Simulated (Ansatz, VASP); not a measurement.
One calculation of Ba, two programs

INCAR

```
ALGO     = Normal         # electronic algorithm
EDIFF    = 1E-6           # SCF threshold, eV
ENCUT    = 500            # plane-wave cutoff, eV
GGA_COMPAT= False        
ISIF     = 2              # what is computed and relaxed
ISMEAR   = 0              # smearing method
LASPH    = True           # aspherical terms in the spheres
LCHARG   = False          # write CHGCAR
LREAL    = False          # projectors in reciprocal space
LWAVE    = False          # write WAVECAR
NBANDS   = 11             # bands
NELM     = 120            # most SCF steps
PREC     = Accurate       # precision mode
SIGMA    = 0.05           # smearing width, eV
```

KPOINTS

```
k-points
0
Gamma
  12 12 12
```

POSCAR

```
Ba
1.0
   -2.5100000000      2.5100000000      2.5100000000
    2.5100000000     -2.5100000000      2.5100000000
    2.5100000000      2.5100000000     -2.5100000000
Ba
1
Direct
    0.0000000000      0.0000000000      0.0000000000
```

Input for Ansatz:

```yaml
crystal:
  lattice:
    - [-2.51, 2.51, 2.51]
    - [2.51, -2.51, 2.51]
    - [2.51, 2.51, -2.51]
  atoms:
    - { symbol: Ba, position: [0.0, 0.0, 0.0] }
basis:
  ecutwfc: 600
  ecutrho_ratio: 5
kpoints:
  mp_grid: { grid: [12, 12, 12] }
hamiltonian:
  xc: lda
scf:
  occupations: { method: gaussian, width: 0.05 }
output:
  forces: true
  stress: true
  eigenvalues: true
```

Alike in both runs: task single point; functional LDA; k mesh 12 × 12 × 12; occupations gaussian, width 0.05 eV; no spin polarisation.

|  | VASP | Ansatz |
| --- | --- | --- |
| version | VASP 6.6.1 | Ansatz 0.2.0 |
| potentials or method | VASP PAW LDA potentials, release 64 (Ba_sv), cutoff 500 eV | scalar-relativistic, plane waves, PAW |
| valence electrons in the cell | 10 | 10 |

Ansatz gave:

- pressure (GPa): -1.3

Which values does VASP return?

Pressure (GPa): -1.2.

LDA's correlation is that of Perdew and Zunger in VASP and of Perdew and Wang (1992) in Ansatz.

Spin-orbit coupling is off throughout.
